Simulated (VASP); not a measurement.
Here is a VASP 6.6.1 calculation.

The input INCAR:

```
SYSTEM = Ge
PREC     = Accurate       ! precision mode
ENCUT    = 520            ! plane-wave cutoff, eV
EDIFF    = 1E-6           ! SCF threshold, eV
ISMEAR   = -1             ! smearing method
SIGMA    = 0.05           ! smearing width, eV
LREAL    = .False.        ! projectors in reciprocal space
LASPH    = .True.         ! aspherical terms in the spheres
NELM     = 60             ! most SCF steps
ALGO     = Normal         ! electronic algorithm
ISIF     = 2              ! what is computed and relaxed
LWAVE    = .False.        ! write WAVECAR
LCHARG   = .False.        ! write CHGCAR
GGA      = RP             ! functional
NBANDS   = 21             ! bands
```

File KPOINTS:

```
Automatic mesh
0
Gamma
  10 10 6
  0 0 0
```

Contents of POSCAR:

```
Ge
1.0
    1.5135337943     -2.6515961078      0.0000000000
    1.5135337943      2.6515961078      0.0000000000
    0.0000000000      0.0000000000      4.9247518406
Ge
2
Direct
    0.3335865282      0.6664134718      0.2500000000
    0.6664134718      0.3335865282      0.7500000000
```

Potentials or basis: VASP PAW PBE potentials, release 64 (Ge_d).

Command:

```console
$ cat potpaw_PBE.64/Ge_d/POTCAR > POTCAR
$ mpirun -np 1 vasp_std > vasp.out
```

(1) Estimate the pressure.

(2) Predict the band gap on the k mesh.

## Answers

(1) 0.0 GPa.

(2) zero (band 14 reaches 12.84 eV, above the bottom of band 15 at 4.34 eV).

Caveat: the PAW data sets were made with another functional, which shifts forces and pressure a little.
